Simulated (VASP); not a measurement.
## SiNi: single point with RPBE

SiNi:

```
Ni Si
1.0
     2.92302    0.00000    0.00000
     0.00000    3.25831    0.00000
     0.00000    0.00000    4.64605
Ni Si
2 2
Direct
  0.50000 0.50000 0.34250
  0.00000 0.00000 0.65750
  0.50000 0.50000 0.84314
  0.00000 0.00000 0.15686
```

| Quantity | Value |
| --- | --- |
| Program | VASP 6.6.1 |
| Task | single point |
| Functional | RPBE |
| Potentials or basis | VASP PAW PBE potentials, release 64 (Ni, Si) |
| Cutoff | 520 eV |
| k mesh | 9 × 8 × 6 |
| Occupations | fermi-dirac, width 0.05 eV |
| Spin | collinear spin, ferromagnetic start |
| Starting moments | [1.0, 1.0, 0.0, 0.0] μB |
| Dipole correction | no |
| Further INCAR settings | ALGO = Normal; EDIFF = 1e-06; NBANDS = 26 |

- Pressure: 15.0 GPa
- Largest force: 0.166 eV/Å
- Band gap on the k mesh: zero (filled and empty bands overlap)
- Net moment: 0.00 μB per cell
- Valence electrons inside the program's atomic spheres: Ni 9.62; Si 1.64

Forces on the atoms (eV/Å):
```
Ni   0.000  0.000  0.139
Ni   0.000  0.000 -0.139
Si   0.000  0.000  0.166
Si   0.000  0.000 -0.166
```

Stress tensor (GPa, compression positive):
```
13.59  0.00  0.00
 0.00 14.96  0.00
 0.00  0.00 16.35
```

Levels at points of the mesh, in eV from the Fermi level:
Spin up:
| k point | band 10 | band 11 | band 12 | band 13 | band 14 | band 15 | band 16 | band 17 | band 18 | band 19 |
| --- | --- | --- | --- | --- | --- | --- | --- | --- | --- | --- |
| (0.00, 0.00, 0.00) | -2.79 | -2.41 | -2.09 | -2.08 | -1.39 | 1.28 | 2.82 | 5.30 | 5.61 | 7.46 |
| (0.00, 0.50, 0.00) | -2.87 | -2.33 | -2.33 | -2.28 | -2.28 | 1.22 | 1.22 | 5.09 | 5.09 | 7.97 |
| (0.00, 0.00, 0.50) | -2.86 | -2.79 | -2.14 | 1.11 | 1.63 | 2.02 | 2.50 | 2.98 | 3.68 | 4.62 |
| (0.00, 0.50, 0.50) | -2.65 | -2.13 | -2.13 | -2.10 | -2.10 | 5.30 | 5.30 | 5.51 | 5.51 | 7.24 |
Spin down:
| k point | band 12 | band 13 | band 14 | band 15 | band 16 | band 17 |
| --- | --- | --- | --- | --- | --- | --- |
| (0.00, 0.00, 0.00) | -2.09 | -2.08 | -1.39 | 1.28 | 2.82 | 5.30 |
| (0.00, 0.50, 0.00) | -2.33 | -2.28 | -2.28 | 1.22 | 1.22 | 5.09 |
| (0.00, 0.00, 0.50) | -2.14 | 1.11 | 1.63 | 2.02 | 2.50 | 2.98 |
| (0.00, 0.50, 0.50) | -2.13 | -2.10 | -2.10 | 5.30 | 5.30 | 5.51 |

Run time: 2.1 min on 1 thread of AMD EPYC 9R45 96-Core Processor (Zen 5), with other jobs on the host, peak memory 0.25 GiB.

Caveat: the cell stands under pressure; the PAW data sets were made with another functional, which shifts forces and pressure a little.
